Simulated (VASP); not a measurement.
# CoO (R-3m) in VASP: a series of runs, part 2 of 4

VASP 6.6.1.

## Step 3: Single point, PBEsol, collinear spin, ferromagnetic start

Contents of INCAR:

```
SYSTEM = CoO
PREC = Accurate ; ENCUT = 520
EDIFF = 1E-7 ; ISMEAR = 0
SIGMA = 0.1 ; LREAL = .FALSE.
LASPH = .TRUE. ; NELM = 150
ALGO = Normal ; ISIF = 2
LWAVE = .FALSE. ; LCHARG = .FALSE.
ISPIN = 2 ; MAGMOM = 2.64 0.33
LORBIT = 11 ; LMAXMIX = 4
GGA = PS ; NBANDS = 18
```

Contents of KPOINTS:

```
Automatic mesh
0
G
  12 12 12
  0 0 0
```

Contents of POSCAR:

```
CoO
1.0
    1.5280268386      0.8822067066      2.2121869630
   -1.5280268386      0.8822067066      2.2121869630
    0.0000000000     -1.7644134132      2.2121869630
Co O
1 1
Direct
    0.0000000000      0.0000000000      0.0000000000
    0.5000000000      0.5000000000      0.5000000000
```

Potentials or basis: VASP PAW PBE potentials, release 64 (Co, O).

Started as:

```
$ cat potpaw_PBE.64/Co/POTCAR potpaw_PBE.64/O/POTCAR > POTCAR
$ mpirun -np 1 vasp_std > vasp.out
```

OUTCAR:

```text
SYSTEM = CoO
   PREC = Accurate
   ENCUT = 520
   EDIFF = 1E-7
   ISMEAR = 0
   LREAL = .FALSE.
   LASPH = .TRUE.
   NELM = 150
   ISIF = 2
   ISPIN = 2
   LORBIT = 11
   GGA = PS

 ion  position               nearest neighbor table
   1  0.000  0.000  0.000-   2 2.08   2 2.08   2 2.08   2 2.08   2 2.08   2 2.08
   2  0.500  0.500  0.500-   1 2.08   1 2.08   1 2.08   1 2.08   1 2.08   1 2.08

  LATTYP: Found a trigonal (rhomboedric) cell.
 ALAT       =     2.8296511891
 COS(alpha) =     0.4167883998

  Lattice vectors:

 A1 = (   1.5280268386,   0.8822067066,   2.2121869630)
 A2 = (  -1.5280268386,   0.8822067066,   2.2121869630)
 A3 = (   0.0000000000,  -1.7644134132,   2.2121869630)

Analysis of symmetry for initial positions (statically):
=====================================================================
 Subroutine PRICEL returns:
 Original cell was already a primitive cell.

 Routine SETGRP: Setting up the symmetry group for a
 trigonal (rhombohedral) supercell.

 Subroutine GETGRP returns: Found 12 space group operations
 (whereof 12 operations were pure point group operations)
 out of a pool of 12 trial point group operations.

The static configuration has the point symmetry D_3d.

Analysis of symmetry for dynamics (positions and initial velocities):
=====================================================================
 Subroutine PRICEL returns:
 Original cell was already a primitive cell.

 Routine SETGRP: Setting up the symmetry group for a
 trigonal (rhombohedral) supercell.

 Subroutine GETGRP returns: Found 12 space group operations
 (whereof 12 operations were pure point group operations)
 out of a pool of 12 trial point group operations.

The dynamic configuration has the point symmetry D_3d.

Analysis of structural, dynamic, and magnetic symmetry:
=====================================================================
 Subroutine PRICEL returns:
 Original cell was already a primitive cell.

 Routine SETGRP: Setting up the symmetry group for a
 trigonal (rhombohedral) supercell.

 Subroutine GETGRP returns: Found 12 space group operations
 (whereof 12 operations were pure point group operations)
 out of a pool of 12 trial point group operations.

The overall configuration has the point symmetry D_3d.

 Subroutine INISYM returns: Found 12 space group operations
 (whereof 12 operations are pure point group operations),
 and found     1 'primitive' translations

----------------------------------------------------------------------------------------

                                     Primitive cell

  volume of cell :      17.8926

  direct lattice vectors                    reciprocal lattice vectors
     1.528026839  0.882206707  2.212186963     0.327219383  0.188920199  0.150680453
    -1.528026839  0.882206707  2.212186963    -0.327219383  0.188920199  0.150680453
     0.000000000 -1.764413413  2.212186963     0.000000000 -0.377840398  0.150680453

  length of vectors
     2.829651189  2.829651189  2.829651189     0.406777538  0.406777538  0.406777538

  position of ions in fractional coordinates (direct lattice)
     0.000000000  0.000000000  0.000000000
     0.500000000  0.500000000  0.500000000

  ion indices of the primitive-cell ions
   primitive index   ion index
                 1           1
                 2           2

[... 62 lines left out ...]
   PREC   = accura    normal or accurate (medium, high low for compatibility)
   ISTART =      0    job   : 0-new  1-cont  2-samecut
   ICHARG =      2    charge: 1-file 2-atom 10-const
   ISPIN  =      2    spin polarized calculation?
   LNONCOLLINEAR =      F non collinear calculations
   LSORBIT =      F    spin-orbit coupling
   LASPH  =      T    aspherical Exc in radial PAW
   ENCUT  =  520.0 eV  38.22 Ry    6.18 a.u.   5.26  5.26  5.26*2*pi/ulx,y,z
   NELM   =    150;   NELMIN=  2; NELMDL= -5     # of ELM steps
   EDIFF  = 0.1E-06   stopping-criterion for ELM
   LREAL  =      F    real-space projection
   EDIFFG = 0.1E-05   stopping-criterion for IOM
   NSW    =      0    number of steps for IOM
   IBRION =     -1    ionic relax: 0-MD 1-quasi-New 2-CG
   NFREE  =      0    steps in history (QN), initial steepest desc. (CG)
   ISIF   =      2    stress and relaxation
   ISYM   =      2    0-nonsym 1-usesym 2-fastsym
   POTIM  = 0.5000    time-step for ionic-motion
   TEBEG  =    0.0;   TEEND  =   0.0 temperature during run
   PSTRESS=    0.0 pullay stress
   NELECT =      15.0000    total number of electrons
   NUPDOWN=      -1.0000    fix difference up-down
   EMIN   =  10.00;   EMAX   =-10.00  energy-range for DOS
   EFERMI =   0.00;   METHOD = LEGACY
   ISMEAR =     0;   SIGMA  =   0.10  broadening in eV -4-tet -1-fermi 0-gaus
   EFERMI_NEDOS =   21; number of points for ismear=-14 and -15
   IALGO  =     38    algorithm
   IMIX   =      4    mixing-type and parameters
     AMIX     =   0.40;   BMIX     =  1.00
     AMIX_MAG =   1.60;   BMIX_MAG =  1.00
  volume/ion in A,a.u.               =       8.95        60.37
  Fermi-wavevector in a.u.,A,eV,Ry     =   1.543644  2.917064 32.420457  2.382836
  Thomas-Fermi vector in A             =   2.649277
   LORBIT       =     11    0 simple, 1 ext, 2 COOP (PROOUT), +10 PAW based schemes
   GGA     = PS    functional components
   LHFCALC =     F    Hartree Fock is set to
   AEXX    =    0.0000 exact exchange contribution
   IVDW    =     0    specifies the selected vdW correction
   LEPSILON=     F    determine dielectric tensor
   LRPA    =     F    only Hartree local field effects (RPA)
 spin polarized calculation
 Gauss-broadening in eV      SIGMA  =   0.10
  energy-cutoff  :      520.00
  volume of cell :       17.89
 maximum number of plane-waves:       492
 NGX is ok and might be reduce to    24
   NGX = 11   NGY = 11   NGZ = 11

 number of electron      15.0000002 magnetization       2.6596672

 Free energy of the ion-electron system (eV)
  ---------------------------------------------------
  ext. energy  EPLUGINS =         0.00000000
  ---------------------------------------------------
  free energy    TOTEN  =       -14.01346582 eV

  energy without entropy =      -13.99748812  energy(sigma->0) =      -14.00547697

 E-fermi :   8.8656     XC(G=0): -13.1214

 val. band max:        8.8604034071   @ k =  -0.4167  -0.4167   0.3333
 cond. band min:       8.8683510789   @ k =   0.2500   0.2500   0.0000
 fundamental gap:      0.0079476718
 Fermi energy:         8.8655519704

 spin component 1

 k-point     1 :       0.0000    0.0000    0.0000
  band No.  band energies     occupation
      1     -12.0179      1.00000
      2       5.1618      1.00000
      3       5.1618      1.00000
      4       5.4235      1.00000
      5       5.4235      1.00000
      6       5.7563      1.00000
[... 493 lines left out ...]
     17      36.5750      0.00000
     18      37.7980      0.00000

 [... further k-points ...]

 spin component 2

 k-point     1 :       0.0000    0.0000    0.0000
  band No.  band energies     occupation
      1     -11.5675      1.00000
      2       5.6482      1.00000
      3       5.6482      1.00000
      4       6.4297      1.00000
      5       7.3322      1.00000
      6       7.3322      1.00000
[... 493 lines left out ...]
     17      37.0173      0.00000
     18      38.3725      0.00000

 [... further k-points ...]
[... 5 lines left out ...]
  --------------------------------------------------------------------------------------
  -------------------------------------------------------------------------------------
  Total       -0.1010484     -0.1010484     -0.0660989      0.0000000      0.0000000     -0.0000000
  in kB       -9.0482737     -9.0482737     -5.9187569      0.0000000      0.0000000     -0.0000000
  external PRESSURE =      -8.0051015 kB  Pullay stress =       0.0000000 kB

 VOLUME and BASIS-vectors are now :
 -----------------------------------------------------------------------------
  energy-cutoff  :      520.00
  volume of cell :       17.89
      direct lattice vectors                 reciprocal lattice vectors
     1.528026839  0.882206707  2.212186963     0.327219383  0.188920199  0.150680453
    -1.528026839  0.882206707  2.212186963    -0.327219383  0.188920199  0.150680453
     0.000000000 -1.764413413  2.212186963     0.000000000 -0.377840398  0.150680453

 POSITION                                       TOTAL-FORCE (eV/Angst)
 -----------------------------------------------------------------------------------
      0.00000      0.00000      0.00000        -0.000000     -0.000000      0.000000
      0.00000      0.00000      3.31828         0.000000      0.000000     -0.000000
 -----------------------------------------------------------------------------------
    total drift:                               -0.000000      0.000000     -0.000000

  FREE ENERGIE OF THE ION-ELECTRON SYSTEM (eV)
  ---------------------------------------------------
  free  energy   TOTEN  =       -14.0134658223 eV

  energy  without entropy=      -13.9974881191  energy(sigma->0) =      -14.00547697

 total charge

# of ion       s       p       d       tot
------------------------------------------
    1        0.320   0.411   7.215   7.947
    2        1.554   3.422   0.000   4.976
--------------------------------------------------
tot          1.874   3.834   7.215  12.923

 magnetization (x)

# of ion       s       p       d       tot
------------------------------------------
    1        0.019   0.019   2.320   2.358
    2        0.030   0.228   0.000   0.258
--------------------------------------------------
tot          0.049   0.247   2.320   2.616
```

OSZICAR:

```text
N       E                     dE             d eps       ncg     rms          rms(c)
DAV:   1     0.742602282597E+02    0.74260E+02   -0.66287E+03 14328   0.979E+02
DAV:   2    -0.120407817249E+02   -0.86301E+02   -0.74546E+02 14500   0.222E+02
DAV:   3    -0.164327373321E+02   -0.43920E+01   -0.42774E+01 15798   0.534E+01
DAV:   4    -0.164758984165E+02   -0.43161E-01   -0.43127E-01 15850   0.499E+00
DAV:   5    -0.164768659551E+02   -0.96754E-03   -0.96742E-03 16500   0.744E-01    0.164E+01
DAV:   6    -0.151947970503E+02    0.12821E+01   -0.14113E+01 16928   0.613E+01    0.189E+01
DAV:   7    -0.140999210595E+02    0.10949E+01   -0.55553E+00 16804   0.450E+01    0.764E+00
DAV:   8    -0.140232691111E+02    0.76652E-01   -0.33764E-01 19078   0.798E+00    0.396E+00
DAV:   9    -0.140161542298E+02    0.71149E-02   -0.66851E-02 21420   0.421E+00    0.128E+00
DAV:  10    -0.140138146295E+02    0.23396E-02   -0.14782E-02 20044   0.188E+00    0.509E-01
DAV:  11    -0.140134157694E+02    0.39886E-03   -0.52566E-03 18592   0.117E+00    0.772E-02
DAV:  12    -0.140134740892E+02   -0.58320E-04   -0.54236E-04 15454   0.177E-01    0.459E-02
DAV:  13    -0.140134652520E+02    0.88372E-05   -0.79834E-06 19478   0.297E-02    0.227E-02
DAV:  14    -0.140134657417E+02   -0.48971E-06   -0.45805E-06 18916   0.247E-02    0.135E-02
DAV:  15    -0.140134660269E+02   -0.28521E-06   -0.29728E-06 18006   0.121E-02    0.529E-03
DAV:  16    -0.140134658280E+02    0.19892E-06   -0.83551E-07 11730   0.677E-03    0.234E-03
DAV:  17    -0.140134658223E+02    0.57078E-08   -0.16617E-07  7858   0.391E-03
   1 F= -.14013466E+02 E0= -.14005477E+02  d E =-.159777E-01  mag=     2.6598
```

stdout:

```text
POSCAR found type information on POSCAR CoO
 POSCAR found :  2 types and       2 ions
 scaLAPACK will be used
 -----------------------------------------------------------------------------
|                                                                             |
|                                                                             |
|     You enforced a specific xc type in the INCAR file but a different       |
|     I HOPE YOU KNOW WHAT YOU ARE DOING!                                     |
|                                                                             |
 -----------------------------------------------------------------------------

 LDA part: xc-table for (Slater+PW92), standard interpolation
 POSCAR, INCAR and KPOINTS ok, starting setup
 FFT: planning ... GRIDC
 FFT: planning ... GRID_SOFT
 FFT: planning ... GRID
 WAVECAR not read
 entering main loop
```

Run time: 52 s. Hardware: 1 thread of Intel Xeon 6975P-C (Granite Rapids), shared host; peak memory 0.22 GiB.

What came out:

```yaml
Free_energy: -14.0135 eV
Pressure: -0.8 GPa
Net_moment: 2.66 μB per cell
Site_moments: Co +2.36; O +0.26 μB
Valence_electrons_inside_the_program's_atomic_spheres: Co 7.95; O 4.98
```

Levels at points of the mesh, in eV from the Fermi level:
Spin up:
| k point | band 5 | band 6 | band 7 | band 8 | band 9 | band 10 | band 11 | band 12 | band 13 | band 14 |
| --- | --- | --- | --- | --- | --- | --- | --- | --- | --- | --- |
| (0.00, 0.00, 0.00) | -3.44 | -3.11 | -3.11 | -3.01 | -2.78 | 1.34 | 16.75 | 17.56 | 17.56 | 21.17 |
| (0.50, 0.00, 0.00) | -2.55 | -2.29 | -1.63 | 0.15 | 0.39 | 5.28 | 9.49 | 13.63 | 15.70 | 22.03 |
| (0.50, 0.50, 0.00) | -4.18 | -2.83 | -2.20 | -1.95 | -1.92 | 6.27 | 10.01 | 12.16 | 15.52 | 17.74 |
| (0.50, 0.50, 0.50) | -2.11 | -2.11 | -1.38 | 0.47 | 0.47 | 4.44 | 11.48 | 12.13 | 12.13 | 20.02 |
Spin down:
```csv
k point,band 2,band 3,band 4,band 5,band 6,band 7,band 8,band 9,band 10,band 11
"(0.00, 0.00, 0.00)",-3.22,-3.22,-2.44,-1.53,-1.53,-0.99,-0.22,-0.22,1.90,16.76
"(0.50, 0.00, 0.00)",-8.48,-5.41,-4.61,-0.49,-0.38,0.43,2.47,2.72,5.57,10.20
"(0.50, 0.50, 0.00)",-7.09,-4.80,-3.79,-2.61,0.04,0.07,0.39,0.81,7.09,10.44
"(0.50, 0.50, 0.50)",-8.06,-5.81,-5.81,0.06,0.06,0.39,2.85,2.85,4.72,12.27
```

Caveat: the PAW data sets were made with another functional, which shifts forces and pressure a little; a cell with one magnetic atom can't hold antiferromagnetic order, which such compounds often take; semilocal functionals often make such compounds metallic where correlation or magnetic order opens a gap, which also shifts bond lengths.

(Continued in part 3 of 4.)
